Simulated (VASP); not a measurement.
## BP: single point with PBEsol-based screened hybrid with 25 % exact exchange

BP:

```
P B
1.0
     0.00000    2.26900    2.26900
     2.26900    0.00000    2.26900
     2.26900    2.26900    0.00000
P B
1 1
Direct
  0.75000 0.75000 0.75000
  0.00000 0.00000 0.00000
```

```json
{"Program": "VASP 6.6.1", "Task": "single point", "Functional": "PBEsol-based screened hybrid with 25 % exact exchange", "Potentials or basis": "VASP PAW PBE potentials, release 64 (P, B)", "Cutoff": "520 eV", "k mesh": "5 × 5 × 5", "Occupations": "fermi-dirac, width 0.05 eV", "Spin": "no spin polarisation"}
```

```
Pressure               : -3.6 GPa
Band gap on the k mesh : 1.91 eV (least direct gap 4.31 eV)
```

Levels at points of the mesh, in eV from the valence-band top:
| k point | band 2 | band 3 | band 4 | band 5 | band 6 | band 7 |
| --- | --- | --- | --- | --- | --- | --- |
| (0.00, 0.00, 0.00) | 0.00 | 0.00 | 0.00 | 4.31 | 4.31 | 4.31 |

Wall time 2.7 min on 1 thread of Intel(R) Xeon(R) Platinum 8259CL CPU @ 2.50GHz (Skylake/Cascade Lake), on a shared host, peak memory 0.23 GiB.

Caveat: the k points lie up to 0.48 Å⁻¹ apart; the PAW data sets were made with another functional, which shifts forces and pressure a little; an odd mesh through Γ misses points on the zone boundary, where band edges can lie.
